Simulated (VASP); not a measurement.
Input of a VASP 6.6.1 run:

Contents of POSCAR:

```
Si
1.0
   -2.3411709821      2.3411709821      1.3884901682
    2.3411709821     -2.3411709821      1.3884901682
    2.3411709821      2.3411709821     -1.3884901682
Si
2
Direct
    0.2500000000      0.7500000000      0.5000000000
    0.5000000000      0.5000000000      0.0000000000
```

INCAR.step1

```
SYSTEM = Si
ALGO = Normal
EDIFF = 1E-4
ENCUT = 520
GGA = PE
ISMEAR = 0
LASPH = .True.
LCHARG = .False.
LREAL = .False.
LWAVE = .True.
NBANDS = 11
NELM = 60
PREC = Accurate
SIGMA = 0.15
```

INCAR.step2

```
SYSTEM = Si
ALGO = Normal
EDIFF = 1E-6
ENCUT = 520
ISIF = 2
ISMEAR = 0
ISTART = 1
LASPH = .True.
LCHARG = .True.
LELF = .True.
LMIXTAU = .True.
LREAL = .False.
LVHAR = .True.
LWAVE = .False.
METAGGA = R2SCAN
NBANDS = 11
NELM = 60
PREC = Accurate
SIGMA = 0.15
```

KPOINTS

```
k-points
0
Gamma
  26 26 26
  0 0 0
```

Potentials or basis: VASP PAW PBE potentials, release 64 (Si).

The run is started by

```console
$ cat potpaw_PBE.64/Si/POTCAR > POTCAR
$ cp INCAR.step1 INCAR
$ mpirun -np 1 vasp_std > vasp.out
$ cp INCAR.step2 INCAR
$ mpirun -np 1 vasp_std > vasp.out
```

(1) Predict the band gap on the k mesh.

(2) Estimate the pressure.

## Answers

(1) zero (bands 4 and 5 overlap by 7.70 eV).

(2) 1.6 GPa.

Caveat: the cell differs from its parent crystal (strain -0.025 along x and y, +0.050 along z); the PAW data sets were made with another functional, which shifts forces and pressure a little.
